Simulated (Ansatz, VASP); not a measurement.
**One calculation of H, two programs**

```
H
1.0
    15.00000    0.00000    0.00000
     0.00000   15.50000    0.00000
     0.00000    0.00000   16.00000
H
1
Direct
  0.50000 0.50000 0.50000
```

Alike in both runs: task single point; functional PBE; k mesh 1 × 1 × 1; occupations gaussian, width 0.005 eV; collinear spin.

```csv
,VASP,Ansatz
version,VASP 6.6.1,Ansatz 0.2.0
potentials or method,"VASP PAW PBE potentials, release 64 (H), cutoff 520 eV","scalar-relativistic, plane waves, PAW"
valence electrons in the cell,1,1
```

```csv
,VASP,Ansatz,Ansatz less VASP
gap on the k mesh at the Fermi level (eV),7.48,7.48,-0.006
net moment per atom (μB),1.00,1.00,0.000
size of the moment on the site where the two differ most (μB),0.38,1.00,+0.620
```

Site moments also hang on the region over which each program counts them. Ansatz's warnings: nearly empty spin channel levels not settled, published levels not confirmed, stability check not made.
